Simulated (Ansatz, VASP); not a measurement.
Ir in VASP and in Ansatz

INCAR

```
SYSTEM = Ir
PREC = Accurate
ENCUT = 520
EDIFF = 1E-6
ISMEAR = -1
SIGMA = 0.05
LREAL = .False.
LASPH = .True.
NELM = 100
ALGO = Normal
ISIF = 2
LWAVE = .False.
LCHARG = .True.
GGA = PS
LELF = .True.
LVHAR = .True.
NBANDS = 10
```

File KPOINTS:

```
regular mesh
0
Gamma
  16 16 16
  0 0 0
```

Contents of POSCAR:

```
Ir
1.0
    0.0000000000      1.9156000000      1.9156000000
    1.9156000000      0.0000000000      1.9156000000
    1.9156000000      1.9156000000      0.0000000000
Ir
1
Direct
    0.0000000000      0.0000000000      0.0000000000
```

Input for Ansatz:

```yaml
crystal:
  lattice:
    - [0.0, 1.9156, 1.9156]
    - [1.9156, 0.0, 1.9156]
    - [1.9156, 1.9156, 0.0]
  atoms:
    - { symbol: Ir, position: [0.0, 0.0, 0.0] }
kpoints:
  mp_grid: { grid: [16, 16, 16] }
scf:
  occupations: { method: fermi_dirac, width: 0.05 }
hamiltonian:
  xc: pbesol
  pseudopotentials: { kind: paw }
output:
  forces: true
  stress: true
  eigenvalues: true
  eigenstates:
    nscf_kmesh: { grid: [24, 24, 24] }
    de_dk: true
    e_range: [-14, 14]
  optics:
    e_range: [0, 20]
    de: 0.2
    sigma: 0.1
    bands: { spectra_wanted_up_to: 20 }
    nscf_kmesh: { grid: [24, 24, 24] }
    drude_damping: 0.05
checkpoint:
  write: ck
  write_wavefunctions: false
```

Alike in both runs: task single point; functional PBEsol; k mesh 16 × 16 × 16; occupations fermi-dirac, width 0.05 eV; no spin polarisation.

```csv
,VASP,Ansatz
version,VASP 6.6.1,Ansatz 0.2.0
potentials or method,"VASP PAW PBE potentials, release 64 (Ir)","PAW with Ansatz's default frozen-core files, scalar-relativistic"
plane-wave cutoff (eV),520,420
valence electrons in the cell,9,17
```

|  | VASP | Ansatz | Ansatz less VASP |
| --- | --- | --- | --- |
| pressure (GPa) | 1.0 | 0.0 | -1.00 |

VASP's potentials were made for PBE, not for PBEsol. VASP's potentials hold 9 valence electrons a cell and Ansatz's 17, so a difference there can come from the potentials and not from the codes. Ansatz's warnings: optics on partly filled bands.

Neither program's run includes spin-orbit coupling.
